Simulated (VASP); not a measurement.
Ti3Sn5O16, 48 atoms in the cell. The typed cell holds 48 atoms: a = 9.403 Å, b = 9.403 Å, c = 6.217 Å, α = 90.00°, β = 90.00°, γ = 90.00°. 

| Quantity | Value |
| --- | --- |
| Program | VASP 6.6.1 |
| Task | single point |
| Functional | PBEsol |
| Potentials or basis | VASP PAW PBE potentials, release 64 (Sn_d, Ti_sv, O) |
| Cutoff | 520 eV |
| k mesh | 1 × 1 × 1, shifted |
| Occupations | fermi-dirac, width 0.05 eV |
| Spin | no spin polarisation |
| Dipole correction | no |
| Further INCAR settings | LREAL = Auto; ALGO = Normal; EDIFF = 1e-06; NBANDS = 232; ISYM = 0 |

Potentials or basis: VASP PAW PBE potentials, release 64 (Sn_d, Ti_sv, O).

Command:

```bash
$ cat potpaw_PBE.64/Sn_d/POTCAR potpaw_PBE.64/Ti_sv/POTCAR potpaw_PBE.64/O/POTCAR > POTCAR
$ mpirun -np 1 vasp_std > vasp.out
```

Hardware: 1 thread of Intel(R) Xeon(R) Platinum 8259CL CPU @ 2.50GHz (Skylake/Cascade Lake), on a shared host.

Estimate the wall time of this run.

It took 17 min on 1 thread of Intel(R) Xeon(R) Platinum 8259CL CPU @ 2.50GHz (Skylake/Cascade Lake) (shared host), peak memory 0.72 GiB. Counts: scf iterations 18, k points 4.
